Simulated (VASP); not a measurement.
# KCl in VASP: notebook

Runs on KCl. Level: PBEsol. Tasks: electric field gradients.

Program: VASP 6.6.1. These are calculated values, not measurements. Logs are shortened: lines on timing, memory, paths and dates and some standing lists are left out, and cuts for length are marked.

**1. The cell of the first run**

Symmetry: Pm-3m, No. 221, cubic system. The conventional cell has a = 3.658 Å, b = 3.658 Å, c = 3.658 Å, α = 90.00°, β = 90.00°, γ = 90.00°. Within 4.2 Å of K (site symmetry m-3m) lie 8 Cl at 3.17 Å and 6 K at 3.66 Å. Cl (site symmetry m-3m) has 8 K at 3.17 Å and 6 Cl at 3.66 Å within 4.2 Å.

**2. Electric field gradients, PBEsol (volume scaled by 1.02)**

The input, INCAR:

```
SYSTEM = KCl
ALGO = Normal ; EDIFF = 1E-8
ENCUT = 520 ; GGA = PS
ISIF = 2 ; ISMEAR = -1
LASPH = .TRUE. ; LCHARG = .FALSE.
LEFG = .TRUE. ; LREAL = .FALSE.
LWAVE = .FALSE. ; NBANDS = 15
NELM = 80 ; PREC = Accurate
SIGMA = 0.01
```

The input, KPOINTS:

```
k-points
0
G
  7 7 7
  0 0 0
```

The input, POSCAR:

```
KCl
1.0
    3.6580669265      0.0000000000      0.0000000000
    0.0000000000      3.6580669265      0.0000000000
    0.0000000000      0.0000000000      3.6580669265
K Cl
1 1
Direct
    0.0000000000      0.0000000000      0.0000000000
    0.5000000000      0.5000000000      0.5000000000
```

Potentials or basis: VASP PAW PBE potentials, release 64 (K_sv, Cl).

Started as:

```sh
$ cat potpaw_PBE.64/K_sv/POTCAR potpaw_PBE.64/Cl/POTCAR > POTCAR
$ mpirun -np 1 vasp_std > vasp.out
```

OUTCAR:

```text
SYSTEM = KCl
   EDIFF = 1E-8
   ENCUT = 520
   GGA = PS
   ISIF = 2
   ISMEAR = -1
   LASPH = .TRUE.
   LREAL = .FALSE.
   NELM = 80
   PREC = Accurate

 ion  position               nearest neighbor table
   1  0.000  0.000  0.000-   2 3.17   2 3.17   2 3.17   2 3.17   2 3.17   2 3.17   2 3.17   2 3.17

   2  0.500  0.500  0.500-   1 3.17   1 3.17   1 3.17   1 3.17   1 3.17   1 3.17   1 3.17   1 3.17

  LATTYP: Found a simple cubic cell.
 ALAT       =     3.6580669265

  Lattice vectors:

 A1 = (   3.6580669265,   0.0000000000,   0.0000000000)
 A2 = (   0.0000000000,   3.6580669265,   0.0000000000)
 A3 = (   0.0000000000,   0.0000000000,   3.6580669265)

Analysis of symmetry for initial positions (statically):
=====================================================================
 Subroutine PRICEL returns:
 Original cell was already a primitive cell.

 Routine SETGRP: Setting up the symmetry group for a
 simple cubic supercell.

 Subroutine GETGRP returns: Found 48 space group operations
 (whereof 48 operations were pure point group operations)
 out of a pool of 48 trial point group operations.

The static configuration has the point symmetry O_h .

Analysis of symmetry for dynamics (positions and initial velocities):
=====================================================================
 Subroutine PRICEL returns:
 Original cell was already a primitive cell.

 Routine SETGRP: Setting up the symmetry group for a
 simple cubic supercell.

 Subroutine GETGRP returns: Found 48 space group operations
 (whereof 48 operations were pure point group operations)
 out of a pool of 48 trial point group operations.

The dynamic configuration has the point symmetry O_h .

 Subroutine INISYM returns: Found 48 space group operations
 (whereof 48 operations are pure point group operations),
 and found     1 'primitive' translations

----------------------------------------------------------------------------------------

                                     Primitive cell

  volume of cell :      48.9503

  direct lattice vectors                    reciprocal lattice vectors
     3.658066927  0.000000000  0.000000000     0.273368427  0.000000000  0.000000000
     0.000000000  3.658066927  0.000000000     0.000000000  0.273368427  0.000000000
     0.000000000  0.000000000  3.658066927     0.000000000  0.000000000  0.273368427

  length of vectors
[... 130 lines left out ...]
 Fermi energy:         0.0476895446

 k-point     1 :       0.0000    0.0000    0.0000
  band No.  band energies     occupation
      1     -27.8002      2.00000
      2     -12.9820      2.00000
      3     -11.2169      2.00000
      4     -11.2169      2.00000
      5     -11.2169      2.00000
      6      -0.3604      2.00000
      7      -0.3604      2.00000
      8      -0.3604      2.00000
      9       5.1368      0.00000
     10       6.1268      0.00000
     11       6.1268      0.00000
     12      10.8629      0.00000
     13      10.8629      0.00000
     14      10.8629      0.00000
[... 329 lines left out ...]
      2     -12.4288      2.00000
      3     -11.4700      2.00000
      4     -11.4686      2.00000
      5     -11.4686      2.00000
      6      -1.7824      2.00000
      7      -1.7824      2.00000
      8      -1.7184      2.00000
      9       8.5001      0.00000
     10       8.8481      0.00000
     11       8.8481      0.00000
     12      10.3173      0.00000
     13      10.3849      0.00000
     14      10.3849      0.00000
     15      12.9912      0.00000

------------------------ aborting loop because EDIFF is reached ----------------------------------------

  FORCE on cell =-STRESS in cart. coord.  units (eV):
  Direction    XX          YY          ZZ          XY          YZ          ZX
  --------------------------------------------------------------------------------------
  -------------------------------------------------------------------------------------
  Total        0.5333606      0.5333606      0.5333606      0.0000000      0.0000000      0.0000000
  in kB       17.4572809     17.4572809     17.4572809      0.0000000      0.0000000      0.0000000
  external PRESSURE =      17.4572809 kB  Pullay stress =       0.0000000 kB

 VOLUME and BASIS-vectors are now :
 -----------------------------------------------------------------------------
  energy-cutoff  :      520.00
  volume of cell :       48.95
      direct lattice vectors                 reciprocal lattice vectors
     3.658066927  0.000000000  0.000000000     0.273368427  0.000000000  0.000000000
     0.000000000  3.658066927  0.000000000     0.000000000  0.273368427  0.000000000
     0.000000000  0.000000000  3.658066927     0.000000000  0.000000000  0.273368427

 POSITION                                       TOTAL-FORCE (eV/Angst)
 -----------------------------------------------------------------------------------
      0.00000      0.00000      0.00000         0.000000      0.000000      0.000000
      1.82903      1.82903      1.82903         0.000000      0.000000      0.000000
 -----------------------------------------------------------------------------------
    total drift:                               -0.000000      0.000000      0.000000

  FREE ENERGIE OF THE ION-ELECTRON SYSTEM (eV)
  ---------------------------------------------------
  free  energy   TOTEN  =        -6.8970576488 eV

  energy  without entropy=       -6.8970576487  energy(sigma->0) =       -6.89705765

 Electric field gradients (V/A^2)
---------------------------------------------------------------------
 ion       V_xx      V_yy      V_zz      V_xy      V_xz      V_yz
---------------------------------------------------------------------
   1      -0.000     0.000     0.000    -0.000     0.000     0.000
   2      -0.000     0.000     0.000     0.000     0.000     0.000
---------------------------------------------------------------------

 Electric field gradients after diagonalization (V/A^2)
 (convention: |V_zz| > |V_xx| > |V_yy|)
----------------------------------------------------------------------
 ion       V_xx      V_yy      V_zz     asymmetry (V_yy - V_xx)/ V_zz
----------------------------------------------------------------------
   1       0.000    -0.000     0.000      -0.514
   2       0.000    -0.000     0.000      -0.289
----------------------------------------------------------------------

           NMR quadrupolar parameters

 Cq : quadrupolar parameter    Cq=e*Q*V_zz/h
 eta: asymmetry parameters     (V_yy - V_xx)/ V_zz
 Q  : nuclear electric quadrupole moment in mb (millibarn)
----------------------------------------------------------------------
 ion       Cq(MHz)       eta       Q (mb)
----------------------------------------------------------------------
   1       0.000      -0.514       1.000
   2       0.000      -0.289       1.000
----------------------------------------------------------------------
```

stdout:

```text
POSCAR found type information on POSCAR K Cl
 POSCAR found :  2 types and       2 ions
 scaLAPACK will be used
 -----------------------------------------------------------------------------
|                                                                             |
|                                                                             |
|     You enforced a specific xc type in the INCAR file but a different       |
|     I HOPE YOU KNOW WHAT YOU ARE DOING!                                     |
|                                                                             |
 -----------------------------------------------------------------------------

 LDA part: xc-table for (Slater+PW92), standard interpolation
 POSCAR, INCAR and KPOINTS ok, starting setup
 FFT: planning ... GRIDC
 FFT: planning ... GRID_SOFT
 FFT: planning ... GRID
 WAVECAR not read
 entering main loop
ion   1

ion   2
```

Wall time 12 s (1 thread of Intel Xeon Platinum 8259CL at 2.50GHz (Skylake/Cascade Lake), shared host); peak memory 0.15 GiB.

Results:

```
Free energy            : -6.8971 eV
Pressure               : 1.7 GPa
Band gap on the k mesh : 5.29 eV, indirect (least direct gap 5.50 eV)
```

Caveat: without QUAD_EFG the Cq values of the log hold for a quadrupole moment of 1 mb, not for the nuclei; the PAW data sets were made with another functional, which shifts forces and pressure a little. A k mesh can miss the band edges.

**3. Electric field gradients, PBEsol (volume scaled by 1.04)**

The input, INCAR:

```
SYSTEM = KCl
  PREC = Accurate
  ENCUT = 520
  EDIFF = 1E-8
  ISMEAR = -1
  SIGMA = 0.01
  LREAL = .False.
  LASPH = .True.
  NELM = 100
  ALGO = Normal
  ISIF = 2
  LWAVE = .False.
  LCHARG = .False.
  GGA = PS
  LEFG = .True.
  NBANDS = 15
```

The input, KPOINTS:

```
regular mesh
0
Gamma
  7 7 7
  0 0 0
```

The input, POSCAR:

```
KCl
1.0
    3.6818212735      0.0000000000      0.0000000000
    0.0000000000      3.6818212735      0.0000000000
    0.0000000000      0.0000000000      3.6818212735
K Cl
1 1
Direct
    0.0000000000      0.0000000000      0.0000000000
    0.5000000000      0.5000000000      0.5000000000
```

Potentials or basis: VASP PAW PBE potentials, release 64 (K_sv, Cl).

Started as:

```sh
$ cat potpaw_PBE.64/K_sv/POTCAR potpaw_PBE.64/Cl/POTCAR > POTCAR
$ mpirun -np 1 vasp_std > vasp.out
```

OUTCAR:

```text
SYSTEM = KCl
   PREC = Accurate
   ENCUT = 520
   EDIFF = 1E-8
   ISMEAR = -1
   LREAL = .False.
   LASPH = .True.
   NELM = 100
   ISIF = 2
   GGA = PS

 ion  position               nearest neighbor table
   1  0.000  0.000  0.000-   2 3.19   2 3.19   2 3.19   2 3.19   2 3.19   2 3.19   2 3.19   2 3.19

   2  0.500  0.500  0.500-   1 3.19   1 3.19   1 3.19   1 3.19   1 3.19   1 3.19   1 3.19   1 3.19

  LATTYP: Found a simple cubic cell.
 ALAT       =     3.6818212735

  Lattice vectors:

 A1 = (   3.6818212735,   0.0000000000,   0.0000000000)
 A2 = (   0.0000000000,   3.6818212735,   0.0000000000)
 A3 = (   0.0000000000,   0.0000000000,   3.6818212735)

Analysis of symmetry for initial positions (statically):
=====================================================================
 Subroutine PRICEL returns:
 Original cell was already a primitive cell.

 Routine SETGRP: Setting up the symmetry group for a
 simple cubic supercell.

 Subroutine GETGRP returns: Found 48 space group operations
[... 542 lines left out ...]
     3.681821274  0.000000000  0.000000000     0.271604710  0.000000000  0.000000000
     0.000000000  3.681821274  0.000000000     0.000000000  0.271604710  0.000000000
     0.000000000  0.000000000  3.681821274     0.000000000  0.000000000  0.271604710

 POSITION                                       TOTAL-FORCE (eV/Angst)
 -----------------------------------------------------------------------------------
      0.00000      0.00000      0.00000         0.000000      0.000000      0.000000
      1.84091      1.84091      1.84091         0.000000      0.000000      0.000000
 -----------------------------------------------------------------------------------
    total drift:                               -0.000000      0.000000      0.000000

  FREE ENERGIE OF THE ION-ELECTRON SYSTEM (eV)
  ---------------------------------------------------
  free  energy   TOTEN  =        -6.9060763213 eV

  energy  without entropy=       -6.9060763213  energy(sigma->0) =       -6.90607632

 Electric field gradients (V/A^2)
---------------------------------------------------------------------
 ion       V_xx      V_yy      V_zz      V_xy      V_xz      V_yz
---------------------------------------------------------------------
   1      -0.000    -0.000     0.000     0.000     0.000     0.000
   2      -0.000    -0.000    -0.000    -0.000    -0.000     0.000
---------------------------------------------------------------------

 Electric field gradients after diagonalization (V/A^2)
 (convention: |V_zz| > |V_xx| > |V_yy|)
----------------------------------------------------------------------
 ion       V_xx      V_yy      V_zz     asymmetry (V_yy - V_xx)/ V_zz
----------------------------------------------------------------------
   1      -0.000    -0.000     0.000       0.041
   2      -0.000    -0.000    -0.000      -0.282
----------------------------------------------------------------------

           NMR quadrupolar parameters

 Cq : quadrupolar parameter    Cq=e*Q*V_zz/h
 eta: asymmetry parameters     (V_yy - V_xx)/ V_zz
 Q  : nuclear electric quadrupole moment in mb (millibarn)
----------------------------------------------------------------------
 ion       Cq(MHz)       eta       Q (mb)
----------------------------------------------------------------------
   1       0.000       0.041       1.000
   2      -0.000      -0.282       1.000
----------------------------------------------------------------------
```

stdout:

```text
POSCAR found type information on POSCAR K Cl
 POSCAR found :  2 types and       2 ions
 scaLAPACK will be used
 -----------------------------------------------------------------------------
|                                                                             |
|                                                                             |
|     You enforced a specific xc type in the INCAR file but a different       |
|     I HOPE YOU KNOW WHAT YOU ARE DOING!                                     |
|                                                                             |
 -----------------------------------------------------------------------------

 LDA part: xc-table for (Slater+PW92), standard interpolation
 POSCAR, INCAR and KPOINTS ok, starting setup
 FFT: planning ... GRIDC
 FFT: planning ... GRID_SOFT
 FFT: planning ... GRID
 WAVECAR not read
 entering main loop
ion   1

ion   2
```

Run time: 12 s. Hardware: 1 thread of Intel Xeon Platinum 8259CL at 2.50GHz (Skylake/Cascade Lake), shared host; peak memory 0.16 GiB.

Results:

```yaml
Free_energy: -6.9061 eV
Pressure: 1.2 GPa
Band_gap_on_the_k_mesh: 5.20 eV, indirect (least direct gap 5.40 eV)
```

Levels at points of the mesh, in eV from the valence-band top:
| k point | band 6 | band 7 | band 8 | band 9 | band 10 | band 11 |
| --- | --- | --- | --- | --- | --- | --- |
| (0.00, 0.00, 0.00) | -0.20 | -0.20 | -0.20 | 5.20 | 6.31 | 6.31 |

Caveat: without QUAD_EFG the Cq values of the log hold for a quadrupole moment of 1 mb, not for the nuclei; the PAW data sets were made with another functional, which shifts forces and pressure a little. A k mesh can miss the band edges.

(Part 1 of 3 ends here.)
